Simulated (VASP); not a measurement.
# PbO (P4/nmm) in VASP: further runs, part 2 of 2

VASP 6.6.1.

### 3 Single point, PBE

Contents of INCAR:

```
PREC = Accurate
ENCUT = 600
EDIFF = 1E-6
ISMEAR = -1
SIGMA = 0.02
LREAL = False
LASPH = True
NELM = 120
ALGO = Normal
ISIF = 2
LWAVE = False
LCHARG = True
GGA = PE
LELF = True
LVHAR = True
NBANDS = 28
GGA_COMPAT = False
```

Contents of KPOINTS:

```
regular mesh
0
Gamma
  6 6 6
```

Contents of POSCAR:

```
PbO
1.0
    3.9900000000      0.0000000000      0.0000000000
    0.0000000000      3.9900000000      0.0000000000
    0.0000000000      0.0000000000      5.0100000000
Pb O
2 2
Direct
    0.5000000000      0.0000000000      0.7600000000
    0.0000000000      0.5000000000      0.2400000000
    0.5000000000      0.5000000000      0.0000000000
    0.0000000000      0.0000000000      0.0000000000
```

Potentials or basis: VASP PAW PBE potentials, release 64 (Pb_d, O).

Run with:

```bash
$ cat potpaw_PBE.64/Pb_d/POTCAR potpaw_PBE.64/O/POTCAR > POTCAR
$ mpirun -np 1 vasp_std > vasp.out
```

OUTCAR:

```text
PREC = Accurate
   ENCUT = 600
   EDIFF = 1E-6
   ISMEAR = -1
   LREAL = False
   LASPH = True
   NELM = 120
   ISIF = 2
   GGA = PE

 ion  position               nearest neighbor table
   1  0.500  0.000  0.760-   3 2.33   4 2.33   3 2.33   4 2.33   2 3.71   2 3.71   2 3.71   2 3.71
                             2 3.84   2 3.84   2 3.84   2 3.84
   2  0.000  0.500  0.240-   3 2.33   4 2.33   4 2.33   3 2.33   1 3.71   1 3.71   1 3.71   1 3.71
                             1 3.84   1 3.84   1 3.84   1 3.84
   3  0.500  0.500  0.000-   1 2.33   2 2.33   1 2.33   2 2.33
   4  0.000  0.000  0.000-   1 2.33   2 2.33   2 2.33   1 2.33

  LATTYP: Found a simple tetragonal cell.
 ALAT       =     3.9900000000
 C/A-ratio  =     1.2556390977

  Lattice vectors:

 A1 = (   3.9900000000,   0.0000000000,   0.0000000000)
 A2 = (   0.0000000000,   3.9900000000,   0.0000000000)
 A3 = (   0.0000000000,   0.0000000000,   5.0100000000)

Analysis of symmetry for initial positions (statically):
=====================================================================
 Subroutine PRICEL returns:
 Original cell was already a primitive cell.

[... 175 lines left out ...]
 E-fermi :   5.5531     XC(G=0):  -9.8281

 val. band max:        5.0740221161   @ k =   0.0000   0.0000   0.0000
 cond. band min:       6.2329600691   @ k =   0.5000   0.5000   0.0000
 fundamental gap:      1.1589379530
 Fermi energy:         5.5531081664

 k-point     1 :       0.0000    0.0000    0.0000
  band No.  band energies     occupation
      1     -13.1793      2.00000
      2     -12.6723      2.00000
      3     -10.9319      2.00000
      4     -10.9319      2.00000
      5     -10.8749      2.00000
      6     -10.8552      2.00000
[... 733 lines left out ...]
     27      14.7253      0.00000
     28      14.7253      0.00000

 [... further k-points ...]

------------------------ aborting loop because EDIFF is reached ----------------------------------------

  FORCE on cell =-STRESS in cart. coord.  units (eV):
  Direction    XX          YY          ZZ          XY          YZ          ZX
  --------------------------------------------------------------------------------------
  -------------------------------------------------------------------------------------
  Total        1.6970358      1.6970358      1.1138956      0.0000000     -0.0000000      0.0000000
  in kB       34.0892992     34.0892992     22.3754389      0.0000000     -0.0000000      0.0000000
  external PRESSURE =      30.1846791 kB  Pullay stress =       0.0000000 kB

 VOLUME and BASIS-vectors are now :
 -----------------------------------------------------------------------------
  energy-cutoff  :      600.00
  volume of cell :       79.76
      direct lattice vectors                 reciprocal lattice vectors
     3.990000000  0.000000000  0.000000000     0.250626566  0.000000000  0.000000000
     0.000000000  3.990000000  0.000000000     0.000000000  0.250626566  0.000000000
     0.000000000  0.000000000  5.010000000     0.000000000  0.000000000  0.199600798

 POSITION                                       TOTAL-FORCE (eV/Angst)
 -----------------------------------------------------------------------------------
      1.99500      0.00000      3.80760        -0.000000      0.000000     -0.026308
      0.00000      1.99500      1.20240         0.000000      0.000000      0.026308
      1.99500      1.99500      0.00000         0.000000     -0.000000      0.000000
      0.00000      0.00000      0.00000        -0.000000      0.000000      0.000000
 -----------------------------------------------------------------------------------
    total drift:                                0.000000     -0.000000     -0.000000

  FREE ENERGIE OF THE ION-ELECTRON SYSTEM (eV)
  ---------------------------------------------------
  free  energy   TOTEN  =       -21.4416659253 eV

  energy  without entropy=      -21.4416659253  energy(sigma->0) =      -21.44166593
```

OSZICAR:

```text
N       E                     dE             d eps       ncg     rms          rms(c)
DAV:   1     0.486042591044E+03    0.48604E+03   -0.21514E+04  2240   0.188E+03
DAV:   2     0.417932223214E+02   -0.44425E+03   -0.42660E+03  2280   0.478E+02
DAV:   3    -0.229302273331E+02   -0.64723E+02   -0.63062E+02  2852   0.191E+02
DAV:   4    -0.260108496330E+02   -0.30806E+01   -0.30681E+01  2576   0.426E+01
DAV:   5    -0.261031169089E+02   -0.92267E-01   -0.92258E-01  2560   0.809E+00    0.124E+01
DAV:   6    -0.216456863464E+02    0.44574E+01   -0.24300E+01  3288   0.394E+01    0.548E+00
DAV:   7    -0.214712586808E+02    0.17443E+00   -0.29232E+00  2736   0.123E+01    0.249E+00
DAV:   8    -0.214499717475E+02    0.21287E-01   -0.51566E-01  2436   0.470E+00    0.799E-01
DAV:   9    -0.214406959182E+02    0.92758E-02   -0.54847E-02  3624   0.188E+00    0.276E-01
DAV:  10    -0.214418782043E+02   -0.11823E-02   -0.11697E-02  2596   0.764E-01    0.929E-02
DAV:  11    -0.214417082650E+02    0.16994E-03   -0.22377E-03  3508   0.383E-01    0.634E-02
DAV:  12    -0.214416688616E+02    0.39403E-04   -0.31885E-04  3216   0.166E-01    0.204E-02
DAV:  13    -0.214416665983E+02    0.22633E-05   -0.50262E-05  2552   0.458E-02    0.551E-03
DAV:  14    -0.214416659253E+02    0.67295E-06   -0.30651E-06  2392   0.170E-02
   1 F= -.21441666E+02 E0= -.21441666E+02  d E =-.383168E-12
```

Wall time 1.9 min (1 thread of Intel Xeon 8259CL, shared host); peak memory 0.25 GiB.

What came out:

```yaml
Free_energy: -21.4417 eV
Pressure: 3.0 GPa
Largest_force: 0.026 eV/Å
Band_gap_on_the_k_mesh: 1.16 eV (least direct gap 2.11 eV)
```

Forces on the atoms (eV/Å):
```
Pb   0.000  0.000 -0.026
Pb   0.000  0.000  0.026
O    0.000  0.000  0.000
O    0.000  0.000  0.000
```

Caveat: the cell stands under pressure; spin-orbit coupling is left out, which moves the levels of the heavy elements. A k mesh can miss the band edges.
